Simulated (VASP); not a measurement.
# GaN (F-43m) in VASP: further runs, part 2 of 2

VASP 6.6.1. The steps go on from the part before.

## (5) Single point, RPBE

This run uses another cell than the first one, of 11.67 Å³/atom, 1.020 times its volume.

INCAR reads:

```
PREC = Accurate
ENCUT = 520
EDIFF = 1E-7
ISMEAR = -1
SIGMA = 0.05
LREAL = F
LASPH = T
NELM = 100
ALGO = Normal
ISIF = 2
LWAVE = F
LCHARG = F
GGA = RP
NBANDS = 16
```

KPOINTS reads:

```
regular mesh
0
Gamma
  10 10 10
```

POSCAR reads:

```
GaN
1.0
    0.0000000000      2.2684248875      2.2684248875
    2.2684248875      0.0000000000      2.2684248875
    2.2684248875      2.2684248875      0.0000000000
Ga N
1 1
Direct
    0.0000000000      0.0000000000      0.0000000000
    0.2500000000      0.2500000000      0.2500000000
```

Potentials or basis: VASP PAW PBE potentials, release 64 (Ga_d, N).

Command:

```bash
$ cat potpaw_PBE.64/Ga_d/POTCAR potpaw_PBE.64/N/POTCAR > POTCAR
$ mpirun -np 1 vasp_std > vasp.out
```

OUTCAR:

```text
PREC = Accurate
   ENCUT = 520
   EDIFF = 1E-7
   ISMEAR = -1
   LREAL = F
   LASPH = T
   NELM = 100
   ISIF = 2
   GGA = RP

 ion  position               nearest neighbor table
   1  0.000  0.000  0.000-   2 1.96   2 1.96   2 1.96   2 1.96
   2  0.250  0.250  0.250-   1 1.96   1 1.96   1 1.96   1 1.96

  LATTYP: Found a face centered cubic cell.
 ALAT       =     4.5368497750

  Lattice vectors:

 A1 = (   0.0000000000,   2.2684248875,   2.2684248875)
 A2 = (   2.2684248875,   0.0000000000,   2.2684248875)
 A3 = (   2.2684248875,   2.2684248875,   0.0000000000)

Analysis of symmetry for initial positions (statically):
=====================================================================
 Subroutine PRICEL returns:
 Original cell was already a primitive cell.

 Routine SETGRP: Setting up the symmetry group for a
 face centered cubic supercell.

 Subroutine GETGRP returns: Found 24 space group operations
 (whereof 24 operations were pure point group operations)
 out of a pool of 48 trial point group operations.

The static configuration has the point symmetry T_d .

Analysis of symmetry for dynamics (positions and initial velocities):
=====================================================================
 Subroutine PRICEL returns:
 Original cell was already a primitive cell.

 Routine SETGRP: Setting up the symmetry group for a
 face centered cubic supercell.

 Subroutine GETGRP returns: Found 24 space group operations
 (whereof 24 operations were pure point group operations)
 out of a pool of 48 trial point group operations.

The dynamic configuration has the point symmetry T_d .

 Subroutine INISYM returns: Found 24 space group operations
 (whereof 24 operations are pure point group operations),
 and found     1 'primitive' translations

[... 101 lines left out ...]
   ISYM   =      2    0-nonsym 1-usesym 2-fastsym
   POTIM  = 0.5000    time-step for ionic-motion
   TEBEG  =    0.0;   TEEND  =   0.0 temperature during run
   PSTRESS=    0.0 pullay stress
   NELECT =      18.0000    total number of electrons
   NUPDOWN=      -1.0000    fix difference up-down
   EMIN   =  10.00;   EMAX   =-10.00  energy-range for DOS
   EFERMI =   0.00;   METHOD = LEGACY
   ISMEAR =    -1;   SIGMA  =   0.05  broadening in eV -4-tet -1-fermi 0-gaus
   EFERMI_NEDOS =   21; number of points for ismear=-14 and -15
   IALGO  =     38    algorithm
   IMIX   =      4    mixing-type and parameters
     AMIX     =   0.40;   BMIX     =  1.00
     AMIX_MAG =   1.60;   BMIX_MAG =  1.00
  volume/ion in A,a.u.               =      11.67        78.77
  Fermi-wavevector in a.u.,A,eV,Ry     =   1.501175  2.836809 30.661079  2.253526
  Thomas-Fermi vector in A             =   2.612580
   LORBIT       =      0    0 simple, 1 ext, 2 COOP (PROOUT), +10 PAW based schemes
   GGA     = RP    functional components
   LHFCALC =     F    Hartree Fock is set to
   AEXX    =    0.0000 exact exchange contribution
   IVDW    =     0    specifies the selected vdW correction
   LEPSILON=     F    determine dielectric tensor
   LRPA    =     F    only Hartree local field effects (RPA)
 non-spin polarized calculation
  energy-cutoff  :      520.00
  volume of cell :       23.35
 maximum number of plane-waves:       639
   NGX = 11   NGY = 11   NGZ = 11

 number of electron      17.9999989 magnetization

 Free energy of the ion-electron system (eV)
  ---------------------------------------------------
  ext. energy  EPLUGINS =         0.00000000
  ---------------------------------------------------
  free energy    TOTEN  =       -11.32419630 eV

  energy without entropy =      -11.32419630  energy(sigma->0) =      -11.32419630

 E-fermi :   6.0704     XC(G=0): -11.3659

 val. band max:        5.2035818507   @ k =   0.0000   0.0000   0.0000
 cond. band min:       6.8531332383   @ k =   0.0000   0.0000   0.0000
 fundamental gap:      1.6495513876
 Fermi energy:         6.0704239048

 k-point     1 :       0.0000    0.0000    0.0000
  band No.  band energies     occupation
      1     -10.6014      2.00000
      2      -8.2287      2.00000
      3      -8.2287      2.00000
      4      -8.2287      2.00000
      5      -7.9292      2.00000
      6      -7.9292      2.00000
[... 433 lines left out ...]
      3      -8.0180      2.00000
      4      -8.0178      2.00000
      5      -7.8723      2.00000
      6      -6.9986      2.00000
[... 8 lines left out ...]
     15      27.2681      0.00000
     16      27.4471      0.00000

 [... further k-points ...]
[... 5 lines left out ...]
  --------------------------------------------------------------------------------------
  -------------------------------------------------------------------------------------
  Total        0.7567811      0.7567811      0.7567811     -0.0000000      0.0000000     -0.0000000
  in kB       51.9370945     51.9370945     51.9370945     -0.0000000      0.0000000     -0.0000000
  external PRESSURE =      51.9370945 kB  Pullay stress =       0.0000000 kB

 VOLUME and BASIS-vectors are now :
 -----------------------------------------------------------------------------
  energy-cutoff  :      520.00
  volume of cell :       23.35
      direct lattice vectors                 reciprocal lattice vectors
     0.000000000  2.268424888  2.268424888    -0.220417261  0.220417261  0.220417261
     2.268424888  0.000000000  2.268424888     0.220417261 -0.220417261  0.220417261
     2.268424888  2.268424888  0.000000000     0.220417261  0.220417261 -0.220417261

 POSITION                                       TOTAL-FORCE (eV/Angst)
 -----------------------------------------------------------------------------------
      0.00000      0.00000      0.00000        -0.000000     -0.000000     -0.000000
      1.13421      1.13421      1.13421         0.000000      0.000000      0.000000
 -----------------------------------------------------------------------------------
    total drift:                                0.000001      0.000001      0.000001

  FREE ENERGIE OF THE ION-ELECTRON SYSTEM (eV)
  ---------------------------------------------------
  free  energy   TOTEN  =       -11.3241962983 eV

  energy  without entropy=      -11.3241962977  energy(sigma->0) =      -11.32419630
```

Wall time 45 s (1 thread of AMD EPYC 7R13, shared host); peak memory 0.12 GiB.

What came out:

```yaml
Free_energy: -11.3242 eV
Pressure: 5.2 GPa
Band_gap_on_the_k_mesh: 1.65 eV, direct
```

Levels at points of the mesh, in eV from the valence-band top:
```csv
k point,band 5,band 6,band 7,band 8,band 9,band 10,band 11,band 12,band 13,band 14
"(0.00, 0.00, 0.00)",-13.13,-13.13,0.00,0.00,0.00,1.65,10.25,10.25,10.25,17.52
"(0.50, 0.00, 0.00)",-13.09,-11.91,-6.87,-0.94,-0.94,4.58,8.72,10.33,10.33,15.62
"(0.50, 0.50, 0.00)",-13.06,-11.49,-6.01,-2.62,-2.62,3.41,6.64,11.71,13.86,13.86
```

Caveat: the PAW data sets were made with another functional, which shifts forces and pressure a little.

## (6) Single point, RPBE

This run uses another cell than the first one, of 11.90 Å³/atom, 1.040 times its volume.

INCAR reads:

```
SYSTEM = GaN
ALGO = Normal
EDIFF = 1E-6
ENCUT = 520
GGA = RP
ISIF = 2
ISMEAR = -1
LASPH = .True.
LCHARG = .False.
LREAL = .False.
LWAVE = .False.
NBANDS = 16
NELM = 80
PREC = Accurate
SIGMA = 0.05
```

KPOINTS reads:

```
k-points
0
Gamma
  10 10 10
  0 0 0
```

POSCAR reads:

```
GaN
1.0
    0.0000000000      2.2831553320      2.2831553320
    2.2831553320      0.0000000000      2.2831553320
    2.2831553320      2.2831553320      0.0000000000
Ga N
1 1
Direct
    0.0000000000      0.0000000000      0.0000000000
    0.2500000000      0.2500000000      0.2500000000
```

Potentials or basis: VASP PAW PBE potentials, release 64 (Ga_d, N).

Command:

```bash
$ cat potpaw_PBE.64/Ga_d/POTCAR potpaw_PBE.64/N/POTCAR > POTCAR
$ mpirun -np 1 vasp_std > vasp.out
```

OUTCAR:

```text
SYSTEM = GaN
   EDIFF = 1E-6
   ENCUT = 520
   GGA = RP
   ISIF = 2
   ISMEAR = -1
   LASPH = .True.
   LREAL = .False.
   NELM = 80
   PREC = Accurate

 ion  position               nearest neighbor table
   1  0.000  0.000  0.000-   2 1.98   2 1.98   2 1.98   2 1.98
   2  0.250  0.250  0.250-   1 1.98   1 1.98   1 1.98   1 1.98

  LATTYP: Found a face centered cubic cell.
 ALAT       =     4.5663106640

  Lattice vectors:

 A1 = (   0.0000000000,   2.2831553320,   2.2831553320)
 A2 = (   2.2831553320,   0.0000000000,   2.2831553320)
 A3 = (   2.2831553320,   2.2831553320,   0.0000000000)

[... 623 lines left out ...]
      5      -8.0875      2.00000
      6      -7.1863      2.00000
[... 8 lines left out ...]
     15      26.7475      0.00000
     16      27.0343      0.00000

 [... further k-points ...]
[... 5 lines left out ...]
  --------------------------------------------------------------------------------------
  -------------------------------------------------------------------------------------
  Total        0.2725040      0.2725040      0.2725040      0.0000000      0.0000000      0.0000000
  in kB       18.3420174     18.3420174     18.3420174      0.0000000      0.0000000      0.0000000
  external PRESSURE =      18.3420174 kB  Pullay stress =       0.0000000 kB

 VOLUME and BASIS-vectors are now :
 -----------------------------------------------------------------------------
  energy-cutoff  :      520.00
  volume of cell :       23.80
      direct lattice vectors                 reciprocal lattice vectors
     0.000000000  2.283155332  2.283155332    -0.218995174  0.218995174  0.218995174
     2.283155332  0.000000000  2.283155332     0.218995174 -0.218995174  0.218995174
     2.283155332  2.283155332  0.000000000     0.218995174  0.218995174 -0.218995174

 POSITION                                       TOTAL-FORCE (eV/Angst)
 -----------------------------------------------------------------------------------
      0.00000      0.00000      0.00000         0.000000      0.000000     -0.000000
      1.14158      1.14158      1.14158        -0.000000     -0.000000      0.000000
 -----------------------------------------------------------------------------------
    total drift:                                0.000001      0.000001      0.000001

  FREE ENERGIE OF THE ION-ELECTRON SYSTEM (eV)
  ---------------------------------------------------
  free  energy   TOTEN  =       -11.3343606321 eV

  energy  without entropy=      -11.3343606301  energy(sigma->0) =      -11.33436063
```

stdout:

```text
POSCAR found type information on POSCAR GaN
 POSCAR found :  2 types and       2 ions
 scaLAPACK will be used
 -----------------------------------------------------------------------------
|                                                                             |
|                                                                             |
|     You enforced a specific xc type in the INCAR file but a different       |
|     I HOPE YOU KNOW WHAT YOU ARE DOING!                                     |
|                                                                             |
 -----------------------------------------------------------------------------

 LDA part: xc-table for (Slater+PW92), standard interpolation
 POSCAR, INCAR and KPOINTS ok, starting setup
 FFT: planning ... GRIDC
 FFT: planning ... GRID_SOFT
 FFT: planning ... GRID
 WAVECAR not read
 entering main loop
```

Wall time 40 s (1 thread of AMD EPYC 7R13, shared host); peak memory 0.12 GiB.

What came out:

```yaml
Free_energy: -11.3344 eV
Pressure: 1.8 GPa
Band_gap_on_the_k_mesh: 1.52 eV, direct
```

Caveat: the PAW data sets were made with another functional, which shifts forces and pressure a little.

## (7) Overview

```csv
level,potentials or basis,cell,k mesh,cutoff (eV),grid for exact exchange (PRECFOCK),second run,gap on the mesh (eV),pressure (GPa)
BHLYP,"VASP PAW PBE potentials, release 64 (Ga_d, N)","a = 3.187 Å, angles 60.0°, 2 atoms",5 × 5 × 5,520,Normal,-,6.00,-0.9
r2SCAN,"VASP PAW PBE potentials, release 64 (Ga_d, N_h)","a = 3.144 Å, angles 60.0°, 2 atoms",10 × 10 × 10,910,-,hard_potentials,2.39,8.4
BLYP+D4,"VASP PAW PBE potentials, release 64 (Ga_d, N)","a = 3.187 Å, angles 60.0°, 2 atoms",10 × 10 × 10,520,-,-,1.81,0.5
RPBE,"VASP PAW PBE potentials, release 64 (Ga_d, N)","a = 3.208 Å, angles 60.0°, 2 atoms",10 × 10 × 10,520,-,-,1.65,5.2
RPBE,"VASP PAW PBE potentials, release 64 (Ga_d, N)","a = 3.229 Å, angles 60.0°, 2 atoms",10 × 10 × 10,520,-,-,1.52,1.8
```

Alike in all rows: task single point; no spin polarisation; smearing fermi-dirac 0.05 eV.

Caveats: some runs use coarse meshes; the PAW data sets were made with another functional, which shifts forces and pressure a little; the cutoff is under 1.25 times the usual one of these potentials, so pressure, stress and relaxed cells hold a basis-set (Pulay) error (some runs).

Absolute energies hang on the potentials; compare differences alone.
